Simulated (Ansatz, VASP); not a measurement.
Ag: VASP beside Ansatz

```
CELL_PARAMETERS angstrom
2.87673 0.00000 0.00000
-1.43837 2.49133 0.00000
0.00000 0.00000 4.66504
ATOMIC_POSITIONS crystal
Ag 0.33333 0.66667 0.25000
Ag 0.66667 0.33333 0.75000
```

Alike in both runs: functional PBEsol; k mesh 12 × 12 × 7; occupations fermi-dirac, width 0.1 eV; no spin polarisation.

Ansatz relaxed the structure, and its values are those at the end. VASP's run is a single point on that final structure, the one shown.

|  | VASP | Ansatz |
| --- | --- | --- |
| version | VASP 6.6.1 | Ansatz 0.2.0 |
| potentials or method | VASP PAW PBE potentials, release 64 (Ag), cutoff 520 eV | plane waves (420 eV) with PAW, scalar-relativistic |
| valence electrons in the cell | 22 | 38 |

Ansatz gave:

* pressure (GPa): 0.0

What did VASP give for the same quantities?

Pressure (GPa): -0.2.

VASP's potentials were made for PBE, not for PBEsol, and Ansatz warns of the same on its side. The functional is the same, so the differences come from potentials, cutoffs and numerics. VASP's potentials hold 22 valence electrons a cell and Ansatz's 38, so a difference there can come from the potentials and not from the codes.
